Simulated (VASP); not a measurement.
The system is Ta.

```
CELL_PARAMETERS angstrom
2.90037 0.00000 0.00000
-1.45019 2.51180 0.00000
0.00000 0.00000 5.16627
ATOMIC_POSITIONS crystal
Ta 0.66667 0.33333 0.75000
Ta 0.33333 0.66667 0.25000
```

This isn't the form of Ta at room conditions, which is bcc.

```yaml
Program: VASP 6.6.1
Task: relaxation of cell and atoms
Functional: LDA
Potentials_or_basis: VASP PAW LDA potentials, release 64 (Ta_pv)
Cutoff: 600 eV
k_mesh: 7 × 7 × 4
Occupations: gaussian, width 0.1 eV
Spin: no spin polarisation
```

At the start: pressure -10.7 GPa; volume 18.82 Å³/atom.

Question: Where does the relaxation end?

Answer: Over 9 steps the energy falls by 36.3 meV/atom and the volume is 17.78 Å³/atom (-5.5 %); space group P6_3/mmc (No. 194, to 0.1 Å) before and after.

The path:
| step | energy change (eV) | largest force (eV/Å) | pressure (GPa) | volume (Å³) |
| --- | --- | --- | --- | --- |
| 1 | 0.0000 | 0.0000 | -10.72 | 37.64 |
| 2 | 0.3557 | 0.0000 | 34.60 | 31.19 |
| 3 | -0.0722 | 0.0000 | -0.59 | 35.66 |
| 4 | -0.0724 | 0.0000 | -0.05 | 35.57 |
| 5 | -0.0724 | 0.0000 | 0.19 | 35.53 |
| 6 | -0.0725 | 0.0000 | -0.36 | 35.63 |
| 7 | -0.0725 | 0.0000 | -0.21 | 35.60 |
| 8 | -0.0726 | 0.0000 | 0.15 | 35.54 |
| 9 | -0.0726 | 0.0000 | 0.00 | 35.56 |

Final structure:
```
Ta
1.0
     2.85009    0.00000    0.00000
    -1.42504    2.46825    0.00000
     0.00000    0.00000    5.05534
Ta
2
Direct
  0.66667 0.33333 0.75000
  0.33333 0.66667 0.25000
```
